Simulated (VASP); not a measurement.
# V (Fm-3m) in VASP: notebook

The runs below take V through single point, with PBE.

All numbers are computed with VASP 6.6.1; they aren't measurements. Logs are shortened: lines on timing, memory, paths and dates and some standing lists are left out, and cuts for length are marked.

### Step 1. The cell of the first run

It takes space group Fm-3m (No. 225, cubic). The conventional cell has a = 4.736 Å, b = 4.736 Å, c = 4.736 Å, α = 90.00°, β = 90.00°, γ = 90.00°. V (site symmetry m-3m) has 12 V at 3.35 Å within 4.4 Å.

### Step 2. Single point, PBE, collinear spin, ferromagnetic start

INCAR reads:

```
PREC = Accurate
ENCUT = 520
EDIFF = 1E-6
ISMEAR = 0
SIGMA = 0.1
LREAL = False
LASPH = True
NELM = 150
ALGO = Normal
ISIF = 2
LWAVE = False
LCHARG = True
ISPIN = 2
MAGMOM = 2
LORBIT = 11
LMAXMIX = 4
GGA = PE
LELF = True
LVHAR = True
NBANDS = 16
```

KPOINTS reads:

```
Automatic mesh
0
Gamma
  6 6 6
```

POSCAR reads:

```
V
1.0
    0.0000000000      2.3679869167      2.3679869167
    2.3679869167      0.0000000000      2.3679869167
    2.3679869167      2.3679869167      0.0000000000
V
1
Direct
    0.0000000000      0.0000000000      0.0000000000
```

Potentials or basis: VASP PAW PBE potentials, release 64 (V_sv).

Started as:

```
$ cat potpaw_PBE.64/V_sv/POTCAR > POTCAR
$ mpirun -np 1 vasp_std > vasp.out
```

OUTCAR:

```text
PREC = Accurate
   ENCUT = 520
   EDIFF = 1E-6
   ISMEAR = 0
   LREAL = False
   LASPH = True
   NELM = 150
   ISIF = 2
   ISPIN = 2
   LORBIT = 11
   GGA = PE

 ion  position               nearest neighbor table
   1  0.000  0.000  0.000-

  LATTYP: Found a face centered cubic cell.
 ALAT       =     4.7359738334

  Lattice vectors:

 A1 = (   0.0000000000,   2.3679869167,   2.3679869167)
 A2 = (   2.3679869167,   0.0000000000,   2.3679869167)
 A3 = (   2.3679869167,   2.3679869167,   0.0000000000)

Analysis of symmetry for initial positions (statically):
=====================================================================
 Subroutine PRICEL returns:
 Original cell was already a primitive cell.

 Routine SETGRP: Setting up the symmetry group for a
 face centered cubic supercell.

 Subroutine GETGRP returns: Found 48 space group operations
 (whereof 48 operations were pure point group operations)
 out of a pool of 48 trial point group operations.

The static configuration has the point symmetry O_h .

Analysis of symmetry for dynamics (positions and initial velocities):
=====================================================================
 Subroutine PRICEL returns:
 Original cell was already a primitive cell.

 Routine SETGRP: Setting up the symmetry group for a
 face centered cubic supercell.

 Subroutine GETGRP returns: Found 48 space group operations
 (whereof 48 operations were pure point group operations)
 out of a pool of 48 trial point group operations.

The dynamic configuration has the point symmetry O_h .

Analysis of structural, dynamic, and magnetic symmetry:
=====================================================================
 Subroutine PRICEL returns:
 Original cell was already a primitive cell.

 Routine SETGRP: Setting up the symmetry group for a
 face centered cubic supercell.

 Subroutine GETGRP returns: Found 48 space group operations
 (whereof 48 operations were pure point group operations)
 out of a pool of 48 trial point group operations.

The overall configuration has the point symmetry O_h .

 Subroutine INISYM returns: Found 48 space group operations
 (whereof 48 operations are pure point group operations),
 and found     1 'primitive' translations

----------------------------------------------------------------------------------------

                                     Primitive cell

  volume of cell :      26.5563

  direct lattice vectors                    reciprocal lattice vectors
     0.000000000  2.367986917  2.367986917    -0.211149815  0.211149815  0.211149815
     2.367986917  0.000000000  2.367986917     0.211149815 -0.211149815  0.211149815
     2.367986917  2.367986917  0.000000000     0.211149815  0.211149815 -0.211149815

  length of vectors
     3.348839213  3.348839213  3.348839213     0.365722208  0.365722208  0.365722208

  position of ions in fractional coordinates (direct lattice)
     0.000000000  0.000000000  0.000000000

  ion indices of the primitive-cell ions
   primitive index   ion index
                 1           1

----------------------------------------------------------------------------------------

 KPOINTS: Automatic mesh

Automatic generation of k-mesh.
 Grid dimensions read from file:
 generate k-points for:    6    6    6

 Generating k-lattice:

  Cartesian coordinates                     Fractional coordinates (reciprocal lattice)
    -0.035191636  0.035191636  0.035191636     0.166666667  0.000000000  0.000000000
     0.035191636 -0.035191636  0.035191636     0.000000000  0.166666667  0.000000000
     0.035191636  0.035191636 -0.035191636     0.000000000  0.000000000  0.166666667

  Length of vectors
     0.060953701  0.060953701  0.060953701

  Shift w.r.t. Gamma in fractional coordinates (k-lattice)
     0.000000000  0.000000000  0.000000000

 Subroutine IBZKPT returns following result:
 ===========================================

 Found     16 irreducible k-points:

 Following reciprocal coordinates:
            Coordinates               Weight
  0.000000  0.000000  0.000000      1.000000
  0.166667  0.000000  0.000000      8.000000
  0.333333  0.000000  0.000000      8.000000
  0.500000  0.000000  0.000000      4.000000
  0.166667  0.166667  0.000000      6.000000
  0.333333  0.166667  0.000000     24.000000
[... 8 lines left out ...]
 -0.333333  0.333333  0.166667     24.000000
 -0.333333  0.500000  0.166667     12.000000
   k-points           NKPTS =     16   k-points in BZ     NKDIM =     16   number of bands    NBANDS=     16
   number of dos      NEDOS =    301   number of ions     NIONS =      1
   total plane-waves  NPLWV =  21952
   dimension x,y,z NGX =    28 NGY =   28 NGZ =   28
   dimension x,y,z NGXF=    56 NGYF=   56 NGZF=   56
   ions per type =               1
   NGX,Y,Z   is equivalent  to a cutoff of  13.90, 13.90, 13.90 a.u.
   NGXF,Y,Z  is equivalent  to a cutoff of  27.80, 27.80, 27.80 a.u.
 SYSTEM =  unknown system
   PREC   = accura    normal or accurate (medium, high low for compatibility)
   ISTART =      0    job   : 0-new  1-cont  2-samecut
   ICHARG =      2    charge: 1-file 2-atom 10-const
   ISPIN  =      2    spin polarized calculation?
   LNONCOLLINEAR =      F non collinear calculations
   LSORBIT =      F    spin-orbit coupling
   LASPH  =      T    aspherical Exc in radial PAW
   ENCUT  =  520.0 eV  38.22 Ry    6.18 a.u.   6.23  6.23  6.23*2*pi/ulx,y,z
   NELM   =    150;   NELMIN=  2; NELMDL= -5     # of ELM steps
   EDIFF  = 0.1E-05   stopping-criterion for ELM
   LREAL  =      F    real-space projection
   EDIFFG = 0.1E-04   stopping-criterion for IOM
   NSW    =      0    number of steps for IOM
   IBRION =     -1    ionic relax: 0-MD 1-quasi-New 2-CG
   NFREE  =      0    steps in history (QN), initial steepest desc. (CG)
   ISIF   =      2    stress and relaxation
   ISYM   =      2    0-nonsym 1-usesym 2-fastsym
   POTIM  = 0.5000    time-step for ionic-motion
   TEBEG  =    0.0;   TEEND  =   0.0 temperature during run
   PSTRESS=    0.0 pullay stress
   NELECT =      13.0000    total number of electrons
   NUPDOWN=      -1.0000    fix difference up-down
   EMIN   =  10.00;   EMAX   =-10.00  energy-range for DOS
   EFERMI =   0.00;   METHOD = LEGACY
   ISMEAR =     0;   SIGMA  =   0.10  broadening in eV -4-tet -1-fermi 0-gaus
   EFERMI_NEDOS =   21; number of points for ismear=-14 and -15
   IALGO  =     38    algorithm
   IMIX   =      4    mixing-type and parameters
     AMIX     =   0.40;   BMIX     =  1.00
     AMIX_MAG =   1.60;   BMIX_MAG =  1.00
  volume/ion in A,a.u.               =      26.56       179.21
  Fermi-wavevector in a.u.,A,eV,Ry     =   1.290229  2.438178 22.649479  1.664690
  Thomas-Fermi vector in A             =   2.422073
   LORBIT       =     11    0 simple, 1 ext, 2 COOP (PROOUT), +10 PAW based schemes
   GGA     = PE    functional components
   LHFCALC =     F    Hartree Fock is set to
   AEXX    =    0.0000 exact exchange contribution
   IVDW    =     0    specifies the selected vdW correction
   LEPSILON=     F    determine dielectric tensor
   LRPA    =     F    only Hartree local field effects (RPA)
 spin polarized calculation
 Gauss-broadening in eV      SIGMA  =   0.10
  energy-cutoff  :      520.00
  volume of cell :       26.56
 maximum number of plane-waves:       725
 NGX is ok and might be reduce to    28
   NGX = 13   NGY = 13   NGZ = 13

 number of electron      13.0000003 magnetization       3.1894335

 Free energy of the ion-electron system (eV)
  ---------------------------------------------------
  ext. energy  EPLUGINS =         0.00000000
  ---------------------------------------------------
  free energy    TOTEN  =        -6.97314183 eV

  energy without entropy =       -6.96031441  energy(sigma->0) =       -6.96672812

 E-fermi :   3.9927     XC(G=0):  -9.5023

 val. band max:        3.9555945619   @ k =   0.1667   0.1667   0.0000
 cond. band min:       4.0053610215   @ k =   0.5000   0.3333   0.0000
 fundamental gap:      0.0497664596
 Fermi energy:         3.9926738680

 spin component 1

 k-point     1 :       0.0000    0.0000    0.0000
  band No.  band energies     occupation
      1     -61.3235      1.00000
      2     -35.1147      1.00000
      3     -35.1147      1.00000
      4     -35.1147      1.00000
      5      -1.7730      1.00000
      6       3.2548      1.00000
[... 8 lines left out ...]
     15      20.9563      0.00000
     16      20.9563      0.00000

 k-point     2 :       0.1667    0.0000    0.0000
  band No.  band energies     occupation
      1     -61.3211      1.00000
      2     -35.1358      1.00000
      3     -35.1178      1.00000
      4     -35.1178      1.00000
      5      -1.1760      1.00000
      6       3.0730      1.00000
[... 8 lines left out ...]
     15      21.1698      0.00000
     16      21.7615      0.00000

 k-point     3 :       0.3333    0.0000    0.0000
  band No.  band energies     occupation
      1     -61.3165      1.00000
      2     -35.1778      1.00000
      3     -35.1241      1.00000
      4     -35.1241      1.00000
      5       0.3505      1.00000
      6       2.8911      1.00000
[... 8 lines left out ...]
     15      20.0912      0.00000
     16      20.0912      0.00000

 k-point     4 :       0.5000    0.0000    0.0000
  band No.  band energies     occupation
      1     -61.3141      1.00000
      2     -35.1987      1.00000
      3     -35.1272      1.00000
      4     -35.1272      1.00000
      5       1.2831      1.00000
      6       3.1677      1.00000
[... 8 lines left out ...]
     15      19.4339      0.00000
     16      19.4339      0.00000
[... 172 lines left out ...]
 k-point    14 :       0.5000    0.3333    0.1667
  band No.  band energies     occupation
      1     -61.3134      1.00000
      2     -35.1775      1.00000
      3     -35.1497      1.00000
      4     -35.1345      1.00000
      5       1.4738      1.00000
      6       2.5164      1.00000
[... 8 lines left out ...]
     15      19.2708      0.00000
     16      22.0414      0.00000

 k-point    15 :      -0.3333    0.3333    0.1667
  band No.  band energies     occupation
      1     -61.3118      1.00000
      2     -35.1805      1.00000
      3     -35.1598      1.00000
      4     -35.1394      1.00000
      5       2.2705      1.00000
      6       2.3465      1.00000
[... 8 lines left out ...]
     15      20.4852      0.00000
     16      23.9135      0.00000

 k-point    16 :      -0.3333    0.5000    0.1667
  band No.  band energies     occupation
      1     -61.3110      1.00000
      2     -35.1826      1.00000
      3     -35.1587      1.00000
      4     -35.1471      1.00000
      5       2.0174      1.00000
      6       2.3377      1.00000
[... 8 lines left out ...]
     15      19.4710      0.00000
     16      23.4349      0.00000
 Fermi energy:         3.9926738680

 spin component 2

 k-point     1 :       0.0000    0.0000    0.0000
  band No.  band energies     occupation
      1     -58.7682      1.00000
      2     -32.5804      1.00000
      3     -32.5804      1.00000
      4     -32.5804      1.00000
      5      -0.5977      1.00000
      6       5.4855      0.00000
[... 8 lines left out ...]
     15      22.4366      0.00000
     16      22.4366      0.00000

 k-point     2 :       0.1667    0.0000    0.0000
  band No.  band energies     occupation
      1     -58.7657      1.00000
      2     -32.6033      1.00000
      3     -32.5837      1.00000
      4     -32.5837      1.00000
      5       0.0021      1.00000
      6       5.2353      0.00000
[... 8 lines left out ...]
     15      22.1304      0.00000
     16      22.9431      0.00000

 k-point     3 :       0.3333    0.0000    0.0000
  band No.  band energies     occupation
      1     -58.7607      1.00000
      2     -32.6489      1.00000
      3     -32.5904      1.00000
      4     -32.5904      1.00000
      5       1.6117      1.00000
      6       4.7503      0.00000
[... 8 lines left out ...]
     15      21.3527      0.00000
     16      21.3527      0.00000

 k-point     4 :       0.5000    0.0000    0.0000
  band No.  band energies     occupation
      1     -58.7583      1.00000
      2     -32.6715      1.00000
      3     -32.5938      1.00000
      4     -32.5938      1.00000
      5       2.9875      1.00000
      6       4.3932      0.00000
[... 8 lines left out ...]
     15      20.7064      0.00000
     16      20.7064      0.00000
[... 172 lines left out ...]
 k-point    14 :       0.5000    0.3333    0.1667
  band No.  band energies     occupation
      1     -58.7574      1.00000
      2     -32.6485      1.00000
      3     -32.6181      1.00000
      4     -32.6016      1.00000
      5       2.8234      1.00000
      6       4.5377      0.00000
[... 8 lines left out ...]
     15      20.4598      0.00000
     16      23.2939      0.00000

 k-point    15 :      -0.3333    0.3333    0.1667
  band No.  band energies     occupation
      1     -58.7558      1.00000
      2     -32.6516      1.00000
      3     -32.6291      1.00000
      4     -32.6069      1.00000
      5       4.0703      0.13625
      6       4.1116      0.04636
[... 8 lines left out ...]
     15      21.7890      0.00000
     16      25.1539      0.00000

 k-point    16 :      -0.3333    0.5000    0.1667
  band No.  band energies     occupation
      1     -58.7550      1.00000
      2     -32.6539      1.00000
      3     -32.6279      1.00000
      4     -32.6153      1.00000
      5       3.8338      0.98768
      6       4.3282      0.00000
[... 8 lines left out ...]
     15      20.6487      0.00000
     16      24.6886      0.00000

------------------------ aborting loop because EDIFF is reached ----------------------------------------

  FORCE on cell =-STRESS in cart. coord.  units (eV):
  Direction    XX          YY          ZZ          XY          YZ          ZX
  --------------------------------------------------------------------------------------
  -------------------------------------------------------------------------------------
  Total       -2.7748651     -2.7748651     -2.7748651      0.0000000      0.0000000      0.0000000
  in kB     -167.4112223   -167.4112223   -167.4112223      0.0000000      0.0000000      0.0000000
  external PRESSURE =    -167.4112223 kB  Pullay stress =       0.0000000 kB

 VOLUME and BASIS-vectors are now :
 -----------------------------------------------------------------------------
  energy-cutoff  :      520.00
  volume of cell :       26.56
      direct lattice vectors                 reciprocal lattice vectors
     0.000000000  2.367986917  2.367986917    -0.211149815  0.211149815  0.211149815
     2.367986917  0.000000000  2.367986917     0.211149815 -0.211149815  0.211149815
     2.367986917  2.367986917  0.000000000     0.211149815  0.211149815 -0.211149815

 POSITION                                       TOTAL-FORCE (eV/Angst)
 -----------------------------------------------------------------------------------
      0.00000      0.00000      0.00000         0.000000     -0.000000      0.000000
 -----------------------------------------------------------------------------------
    total drift:                               -0.000000     -0.000000     -0.000000

  FREE ENERGIE OF THE ION-ELECTRON SYSTEM (eV)
  ---------------------------------------------------
  free  energy   TOTEN  =        -6.9731418321 eV

  energy  without entropy=       -6.9603144143  energy(sigma->0) =       -6.96672812

 total charge

# of ion       s       p       d       tot
------------------------------------------
    1        2.219   6.054   2.884  11.157

 magnetization (x)

# of ion       s       p       d       tot
------------------------------------------
    1        0.013   0.044   2.521   2.578
```

It took 19 s on 1 thread of Intel Xeon Platinum 8488C (Sapphire Rapids), shared host; peak memory 0.17 GiB.

Results:

```
Free energy                                           : -6.9731 eV
Pressure                                              : -16.7 GPa
Net moment                                            : 3.19 μB per cell
Site moments                                          : V +2.58 μB
Valence electrons inside the program's atomic spheres : V 11.16
```

Caveat: the k points lie up to 0.38 Å⁻¹ apart.

### Step 3. Single point, PBE

This run uses another cell than the first one, of 13.90 Å³/atom, 0.523 times its volume.

INCAR reads:

```
SYSTEM = V
ALGO = Normal
EDIFF = 1E-6
ENCUT = 520
GGA = PE
ISIF = 2
ISMEAR = 0
LASPH = .True.
LCHARG = .True.
LELF = .True.
LREAL = .False.
LVHAR = .True.
LWAVE = .False.
NBANDS = 12
NELM = 60
PREC = Accurate
SIGMA = 0.1
```

KPOINTS reads:

```
k-points
0
Gamma
  18 18 18
  0 0 0
```

POSCAR reads:

```
V
1.0
    0.0000000000      1.9082527159      1.9082527159
    1.9082527159      0.0000000000      1.9082527159
    1.9082527159      1.9082527159      0.0000000000
V
1
Direct
    0.0000000000      0.0000000000      0.0000000000
```

Potentials or basis: VASP PAW PBE potentials, release 64 (V_sv).

Started as:

```
$ cat potpaw_PBE.64/V_sv/POTCAR > POTCAR
$ mpirun -np 1 vasp_std > vasp.out
```

Run time: 17 s. Hardware: 1 thread of Intel Xeon Platinum 8488C (Sapphire Rapids), shared host; peak memory 0.14 GiB.

Results (log left out):

| Property | Result |
| --- | --- |
| Free energy | -8.7538 eV |
| Pressure | 0.2 GPa |

Levels at points of the mesh, in eV from the Fermi level:
```tsv
k point	band 2	band 3	band 4	band 5	band 6	band 7	band 8	band 9	band 10	band 11
(0.00, 0.00, 0.00)	-37.43	-37.43	-37.43	-6.82	0.17	0.17	0.17	1.91	1.91	17.63
(0.50, 0.00, 0.00)	-38.24	-37.53	-37.53	-3.31	0.05	0.05	0.80	3.07	3.07	8.97
(0.50, 0.50, 0.00)	-38.18	-37.71	-37.71	-3.45	-2.60	3.05	3.37	3.37	3.39	11.68
```
